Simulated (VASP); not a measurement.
A run of VASP 6.6.1 is set up as follows.

The input INCAR:

```
ALGO = Normal
EDIFF = 1E-6
ENCUT = 520
GGA = PE
GGA_COMPAT = False
ISIF = 2
ISMEAR = -1
LASPH = True
LCHARG = True
LELF = True
LREAL = False
LVHAR = True
LWAVE = False
NBANDS = 44
NELECT = 64.0
NELM = 120
PREC = Accurate
SIGMA = 0.02
```

The input KPOINTS:

```
k-points
0
Gamma
  2 2 2
```

Contents of POSCAR:

```
Si4HO8
1.0
    4.1773000000      0.0000000000      0.0000000000
    0.0000000000      4.1773000000      0.0000000000
    0.0000000000      0.0000000000      5.3304000000
Si O H
4 8 1
Direct
    0.0000000000      0.0000000000      0.0000000000
    0.5000000000      0.5000000000      0.2500000000
    0.0000000000      0.0000000000      0.5000000000
    0.5000000000      0.5000000000      0.7500000000
    0.3059000000      0.3059000000      0.0000000000
    0.1941000000      0.8059000000      0.2500000000
    0.6941000000      0.6941000000      0.0000000000
    0.8059000000      0.1941000000      0.2500000000
    0.3059000000      0.3059000000      0.5000000000
    0.1941000000      0.8059000000      0.7500000000
    0.6941000000      0.6941000000      0.5000000000
    0.8059000000      0.1941000000      0.7500000000
    0.0000000000      0.5000000000      0.1250000000
```

Potentials or basis: VASP PAW PBE potentials, release 64 (Si, O, H).

The run is started by

```bash
$ cat potpaw_PBE.64/Si/POTCAR potpaw_PBE.64/O/POTCAR potpaw_PBE.64/H/POTCAR > POTCAR
$ mpirun -np 1 vasp_std > vasp.out
```

Problem. Predict the largest force.

Solution. 2.216 eV/Å.

Forces in eV/Å, atoms in the order of the input:
```
Si   0.000  0.000 -2.216
Si   0.000  0.000  2.216
Si   0.000  0.000  1.924
Si   0.000  0.000 -1.924
O   -1.146  0.472  0.951
O   -0.472 -1.146 -0.951
O    1.146 -0.472  0.951
O    0.472  1.146 -0.951
O   -0.241 -0.287 -0.602
O    0.287 -0.241  0.602
O    0.241  0.287 -0.602
O   -0.287  0.241  0.602
H    0.000  0.000  0.000
```

Caveat: the k points lie up to 0.75 Å⁻¹ apart; the cell carries a net charge on a neutralising background, which shifts energy and pressure.
